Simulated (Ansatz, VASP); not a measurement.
## Two plane-wave programs on In

```
CELL_PARAMETERS angstrom
3.34127 0.00000 0.00000
-1.67063 2.89362 0.00000
0.00000 0.00000 10.72722
ATOMIC_POSITIONS crystal
In 0.66667 0.33333 0.75000
In 0.00000 0.00000 0.50000
In 0.33333 0.66667 0.25000
In 0.00000 0.00000 0.00000
```

Alike in both runs: task single point; functional PBE; k mesh 9 × 9 × 3; occupations fermi-dirac, width 0.05 eV; no spin polarisation.

```csv
,VASP,Ansatz
version,VASP 6.6.1,Ansatz 0.2.0
potentials or method,"VASP PAW PBE potentials, release 64 (In_d)",Ansatz PAW
plane-wave cutoff (eV),520,420
valence electrons in the cell,52,52
```

Ansatz gave:

| Quantity | Value |
| --- | --- |
| gap on the k mesh at the Fermi level (eV) | none |
| pressure (GPa) | 2.5 |
| traceless stress, the component that is largest in VASP (GPa) | 0.51 |

Q: Which values does VASP return?

A: gap on the k mesh at the Fermi level (eV): none; pressure (GPa): 2.5; traceless stress, the component that is largest in VASP (GPa): 0.50.

A gap of «none» marks a metal or a gap that the smearing closes.
